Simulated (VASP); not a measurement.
A run of VASP 6.6.1 is set up as follows.

File INCAR:

```
PREC     = Accurate       # precision mode
ENCUT    = 500            # plane-wave cutoff, eV
EDIFF    = 1E-6           # SCF threshold, eV
ISMEAR   = 0              # smearing method
SIGMA    = 0.1            # smearing width, eV
LREAL    = F              # projectors in reciprocal space
LASPH    = T              # aspherical terms in the spheres
NELM     = 120            # most SCF steps
ALGO     = Normal         # electronic algorithm
ISIF     = 2              # what is computed and relaxed
LWAVE    = F              # write WAVECAR
LCHARG   = F              # write CHGCAR
GGA      = PE             # functional
NBANDS   = 9              # bands
GGA_COMPAT= F
```

KPOINTS

```
Automatic mesh
0
Gamma
  9 9 9
```

Contents of POSCAR:

```
Se
1.0
    1.9462290752      1.1236558805      0.9161464335
   -1.9462290752      1.1236558805      0.9161464335
    0.0000000000     -2.2473117609      0.9161464335
Se
1
Direct
    0.0000000000      0.0000000000      0.0000000000
```

Potentials or basis: VASP PAW PBE potentials, release 64 (Se).

The run is started by

```bash
$ cat potpaw_PBE.64/Se/POTCAR > POTCAR
$ mpirun -np 1 vasp_std > vasp.out
```

Question: Predict the band gap on the k mesh.

Answer: Zero (bands 3 and 4 overlap by 13.34 eV).

Question: Predict the pressure.

Answer: 126.3 GPa.

Stress tensor (GPa, compression positive):
```
125.87   0.00   0.00
  0.00 125.87   0.00
  0.00   0.00 127.29
```

Caveat: the cell stands under pressure.
